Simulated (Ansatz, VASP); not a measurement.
**Two plane-wave programs on Re**

Contents of INCAR:

```
SYSTEM = Re
  PREC = Accurate
  ENCUT = 520
  EDIFF = 1E-7
  ISMEAR = 0
  SIGMA = 0.15
  LREAL = .FALSE.
  LASPH = .TRUE.
  NELM = 100
  ALGO = Normal
  ISIF = 2
  LWAVE = .FALSE.
  LCHARG = .FALSE.
  GGA = PE
  NBANDS = 14
```

Contents of KPOINTS:

```
regular mesh
0
G
  18 18 10
  0 0 0
```

POSCAR

```
Re
1.0
    2.7007363475      0.0000000000      0.0000000000
   -1.3503681738      2.3389062859      0.0000000000
    0.0000000000      0.0000000000      4.4842238099
Re
2
Direct
    0.3333333333      0.6666666667      0.2283240079
    0.6666666667      0.3333333333      0.7716759921
```

Input for Ansatz:

```yaml
crystal:
  lattice:
    - [2.7007363475, 0.0, 0.0]
    - [-1.3503681738, 2.3389062859, 0.0]
    - [0.0, 0.0, 4.4842238099]
  atoms:
    - { symbol: Re, position: [0.3333333333, 0.6666666667, 0.2283240079] }
    - { symbol: Re, position: [0.6666666667, 0.3333333333, 0.7716759921] }
basis:
  ecutwfc: 420
kpoints:
  mp_grid: { grid: [18, 18, 10] }
hamiltonian:
  xc: pbe
scf:
  occupations: { method: gaussian, width: 0.15 }
output:
  forces: true
  stress: true
  eigenvalues: true
```

Change from the starting cell: mode 4 frozen in at -0.097 Å, equal normal strain along x and y -0.0267.

Alike in both runs: task single point; functional PBE; k mesh 18 × 18 × 10; occupations gaussian, width 0.15 eV; no spin polarisation.

```csv
,VASP,Ansatz
version,VASP 6.6.1,Ansatz 0.2.0
potentials or method,"VASP PAW PBE potentials, release 64 (Re), cutoff 520 eV","scalar-relativistic, plane waves, PAW"
valence electrons in the cell,14,30
```

```csv
,VASP,Ansatz,Ansatz less VASP
gap on the k mesh at the Fermi level (eV),none,none,-
pressure (GPa),29.3,29.4,+0.08
"traceless stress, the component that is largest in VASP (GPa)",-6.66,-6.52,+0.142
rms of the force components (eV/Å),1.195,1.239,+0.0435
```

Atom by atom the forces differ by 0.044 eV/Å (rms over components). A gap of «none» marks a metal or a gap that the smearing closes. Both programs put the cell under a high pressure, so it lies far from rest at this level. VASP's potentials hold 14 valence electrons a cell and Ansatz's 30, so a difference there can come from the potentials and not from the codes.

Spin-orbit coupling is off throughout.
